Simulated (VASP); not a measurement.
Write the native input for VASP 6.6.1 that does the following.

```yaml
Task: relaxation of cell and atoms
Functional: r2SCAN
Potentials_or_basis: VASP PAW PBE potentials, release 64 (Ti_sv)
Cutoff: 600 eV
k_mesh: 4 × 4 × 4
Occupations: gaussian, width 0.1 eV
Spin: no spin polarisation
Dipole_correction: no
Further_INCAR_settings: ALGO = Normal; EDIFF = 1e-07; IBRION = 2; EDIFFG = -0.04; NSW = 90; ISIF = 3
```

The system is Ti.

```
Ti
1.0
     2.19435   -3.71902    0.00000
     2.19435    3.71902    0.00000
     0.00000    0.00000    4.39454
Ti
4
Direct
  0.15250 0.84750 0.07850
  0.65250 0.34750 0.42150
  0.84750 0.15250 0.92150
  0.34750 0.65250 0.57850
```

These files were run (other wordings do the same):

POSCAR

```
Ti
1.0
    2.1943530355     -3.7190214569      0.0000000000
    2.1943530355      3.7190214569      0.0000000000
    0.0000000000      0.0000000000      4.3945437982
Ti
4
Direct
    0.1525000000      0.8475000000      0.0785000000
    0.6525000000      0.3475000000      0.4215000000
    0.8475000000      0.1525000000      0.9215000000
    0.3475000000      0.6525000000      0.5785000000
```

INCAR.step1

```
SYSTEM = Ti
ALGO = Normal
EDIFF = 1E-4
ENCUT = 600
GGA = PE
ISMEAR = 0
LASPH = .TRUE.
LCHARG = .FALSE.
LREAL = .FALSE.
LWAVE = .TRUE.
NELM = 100
PREC = Accurate
SIGMA = 0.1
```

INCAR.step2

```
SYSTEM = Ti
ALGO = Normal
EDIFF = 1E-7
EDIFFG = -0.04
ENCUT = 600
IBRION = 2
ISIF = 3
ISMEAR = 0
ISTART = 1
LASPH = .TRUE.
LCHARG = .FALSE.
LMIXTAU = .TRUE.
LREAL = .FALSE.
LWAVE = .FALSE.
METAGGA = R2SCAN
NELM = 100
NSW = 90
PREC = Accurate
SIGMA = 0.1
```

KPOINTS

```
k-points
0
G
  4 4 4
  0 0 0
```

Potentials or basis: VASP PAW PBE potentials, release 64 (Ti_sv).

Launch:

```console
$ cat potpaw_PBE.64/Ti_sv/POTCAR > POTCAR
$ cp INCAR.step1 INCAR
$ mpirun -np 1 vasp_std > vasp.out
$ cp INCAR.step2 INCAR
$ mpirun -np 1 vasp_std > vasp.out
```

Results of the run:

| Property | Result |
| --- | --- |
| Relaxed volume | 18.49 Å³/atom |
| Relaxed cell | a = 5.251 Å, b = 5.251 Å, c = 3.979 Å, α = 90.00°, β = 90.00°, γ = 137.63° |
| Space group after relaxing (to 0.1 Å) | Fmmm (No. 69) |
| Energy gained by relaxing | 1005.0 meV/atom |
| Ionic steps | 29 |
| Pressure after relaxing | 0.1 GPa |
| Largest force after relaxing | 0.029 eV/Å |
| Band gap on the k mesh | zero (bands 24 and 25 overlap by 0.50 eV) |

Caveat: the k points lie up to 0.44 Å⁻¹ apart in the final cell; a cell axis changed by over 15 % at a fixed basis, so the end point is rough; the PAW data sets were made with another functional, which shifts forces and pressure a little.

It took 40 min on 1 thread of Intel(R) Xeon(R) 6975P-C (Granite Rapids), with other jobs on the host, peak memory 0.24 GiB.
